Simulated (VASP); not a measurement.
Write the native input for VASP 6.6.1 that does the following.

```yaml
Task: single point
Functional: revPBE
Dispersion: D4
Potentials_or_basis: VASP PAW PBE potentials, release 64 (Zn, Se)
Cutoff: 520 eV
k_mesh: 8 × 8 × 8
Occupations: gaussian, width 0.05 eV
Spin: no spin polarisation
Dipole_correction: no
Further_INCAR_settings: ALGO = Normal; EDIFF = 1e-07; NBANDS = 16
```

The structure of ZnSe lies in POSCAR:

```
ZnSe
1.0
    0.0000000000      2.8218118702      2.8218118702
    2.8218118702      0.0000000000      2.8218118702
    2.8218118702      2.8218118702      0.0000000000
Zn Se
1 1
Direct
    0.0000000000      0.0000000000      0.0000000000
    0.7500000000      0.7500000000      0.7500000000
```

These files were run (other wordings do the same):

INCAR

```
PREC     = Accurate       # precision mode
ENCUT    = 520            # plane-wave cutoff, eV
EDIFF    = 1E-7           # SCF threshold, eV
ISMEAR   = 0              # smearing method
SIGMA    = 0.05           # smearing width, eV
LREAL    = F              # projectors in reciprocal space
LASPH    = T              # aspherical terms in the spheres
NELM     = 60             # most SCF steps
ALGO     = Normal         # electronic algorithm
ISIF     = 2              # what is computed and relaxed
LWAVE    = F              # write WAVECAR
LCHARG   = F              # write CHGCAR
GGA      = RE             # functional
IVDW     = 13             # dispersion correction
NBANDS   = 16             # bands
```

KPOINTS

```
Automatic mesh
0
Gamma
  8 8 8
```

Potentials or basis: VASP PAW PBE potentials, release 64 (Zn, Se).

Command:

```bash
$ cat potpaw_PBE.64/Zn/POTCAR potpaw_PBE.64/Se/POTCAR > POTCAR
$ mpirun -np 1 vasp_std > vasp.out
```

It gave:

| Item | Value |
| --- | --- |
| Pressure | 0.3 GPa |
| Band gap on the k mesh | 1.46 eV, direct |
| Dispersion energy per atom | -0.558 eV |

Caveat: the PAW data sets were made with another functional, which shifts forces and pressure a little.

It took 20 s on 1 thread of Intel(R) Xeon(R) Platinum 8488C (Sapphire Rapids), on a shared host, peak memory 0.17 GiB.
